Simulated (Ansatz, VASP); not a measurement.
BP in VASP and in Ansatz

INCAR

```
SYSTEM = BP
PREC = Accurate
ENCUT = 500
EDIFF = 1E-6
ISMEAR = 0
SIGMA = 0.01
LREAL = .False.
LASPH = .True.
NELM = 120
ALGO = Normal
ISIF = 2
LWAVE = .False.
LCHARG = .False.
GGA = PS
NBANDS = 11
GGA_COMPAT = .False.
```

Contents of KPOINTS:

```
Automatic mesh
0
Gamma
  10 10 10
  0 0 0
```

POSCAR

```
BP
1.0
    0.0000000000      2.2375332127      2.2705972660
    2.2375332127      0.0000000000      2.2705972660
    2.2375332127      2.2375332127      0.0000000000
B P
1 1
Direct
    0.0000000000      0.0000000000      0.0000000000
    0.2500000000      0.2500000000      0.2500000000
```

Input for Ansatz:

```yaml
crystal:
  lattice:
    - [0.0, 2.237533258, 2.2705972451]
    - [2.237533258, 0.0, 2.2705972451]
    - [2.237533258, 2.237533258, 0.0]
  atoms:
    - { symbol: B, position: [0.0, 0.0, 0.0] }
    - { symbol: P, position: [0.25, 0.25, 0.25] }
basis:
  ecutwfc: 600.0
kpoints:
  mp_grid: { grid: [10, 10, 10] }
  band_path:
    path:
      - [0.0, 0.0, 0.0]
      - [0.0, 0.0, 0.0]
      - [0.0, 0.0, 0.0]
      - [0.0, 0.0, 0.0]
      - [0.0, 0.0, 0.0]
      - [0.0, 0.0, 0.0]
      - [0.0, 0.0, 0.0]
      - [0.0, 0.0, 0.0]
      - [0.0, 0.0, 0.0]
      - [0.0, 0.0, 0.0]
      - [0.0, 0.0, 0.0]
      - [0.0, 0.0, 0.0]
      - [0.0, 0.0, 0.0]
      - [0.0, 0.0, 0.0]
      - [0.0, 0.0, 0.0]
      - [0.0, 0.0, 0.0]
      - [0.0, 0.0, 0.0]
      - [0.0, 0.0, 0.0]
      - [0.0, 0.0, 0.0]
      - [0.0, 0.0, 0.0]
      - [0.0, 0.0, 0.0]
      - [0.0, 0.0, 0.0]
      - [0.0, 0.0, 0.0]
      - [0.0, 0.0, 0.0]
      - [0.0, 0.0, 0.0]
      - [0.0, 0.0, 0.0]
      - [0.3, 0.3, 0.0]
      - [0.3166666667, 0.3166666667, 0.0]
      - [0.3333333333, 0.3333333333, 0.0]
      - [0.35, 0.35, 0.0]
      - [0.3666666667, 0.3666666667, 0.0]
      - [0.3833333333, 0.3833333333, 0.0]
      - [0.4, 0.4, 0.0]
      - [0.4166666667, 0.4166666667, 0.0]
      - [0.4333333333, 0.4333333333, 0.0]
      - [0.45, 0.45, 0.0]
      - [0.4666666667, 0.4666666667, 0.0]
      - [0.4833333333, 0.4833333333, 0.0]
      - [0.5, 0.5, 0.0]
      - [0.0, 0.3, 0.3]
      - [0.0, 0.3166666667, 0.3166666667]
      - [0.0, 0.3333333333, 0.3333333333]
      - [0.0, 0.35, 0.35]
      - [0.0, 0.3666666667, 0.3666666667]
      - [0.0, 0.3833333333, 0.3833333333]
      - [0.0, 0.4, 0.4]
      - [0.0, 0.4166666667, 0.4166666667]
      - [0.0, 0.4333333333, 0.4333333333]
      - [0.0, 0.45, 0.45]
      - [0.0, 0.4666666667, 0.4666666667]
      - [0.0, 0.4833333333, 0.4833333333]
      - [0.0, 0.5, 0.5]
      - [0.5, 0.5, 0.5]
      - [0.5, 0.5, 0.5]
      - [0.5, 0.5, 0.5]
      - [0.5, 0.5, 0.5]
      - [0.5, 0.5, 0.5]
      - [0.5, 0.5, 0.5]
      - [0.5, 0.5, 0.5]
      - [0.5, 0.5, 0.5]
      - [0.5, 0.5, 0.5]
      - [0.5, 0.5, 0.5]
      - [0.5, 0.5, 0.5]
      - [0.5, 0.5, 0.5]
      - [0.5, 0.5, 0.5]
      - [0.0, 0.0, 0.5]
      - [0.0, 0.0, 0.5]
      - [0.0, 0.0, 0.5]
      - [0.0, 0.0, 0.5]
      - [0.0, 0.0, 0.5]
      - [0.0, 0.0, 0.5]
      - [0.0, 0.0, 0.5]
      - [0.0, 0.0, 0.5]
      - [0.0, 0.0, 0.5]
      - [0.0, 0.0, 0.5]
      - [0.0, 0.0, 0.5]
      - [0.0, 0.0, 0.5]
      - [0.0, 0.0, 0.5]
    npoints: 1
hamiltonian:
  xc: pbesol
  pseudopotentials: { kind: paw, azcp: { folder: soft_1 } }
scf:
  occupations: { method: fixed }
  n_extra_bands: 5
output:
  eigenvalues: true
```

Alike in both runs: task single point; functional PBEsol; k mesh 10 × 10 × 10; no spin polarisation.

|  | VASP | Ansatz |
| --- | --- | --- |
| version | VASP 6.6.1 | Ansatz 0.2.0 |
| potentials or method | VASP PAW PBE potentials, release 64 (B, P), cutoff 500 eV | scalar-relativistic, plane waves, PAW |
| occupations | gaussian, width 0.01 eV | fixed |
| valence electrons in the cell | 8 | 8 |

```csv
,VASP,Ansatz,Ansatz less VASP
gap on the k mesh at the Fermi level (eV),0.98,0.99,+0.004
least direct gap on the mesh (eV),3.32,3.33,+0.006
```

VASP's potentials were made for PBE, not for PBEsol, and Ansatz warns of the same on its side.
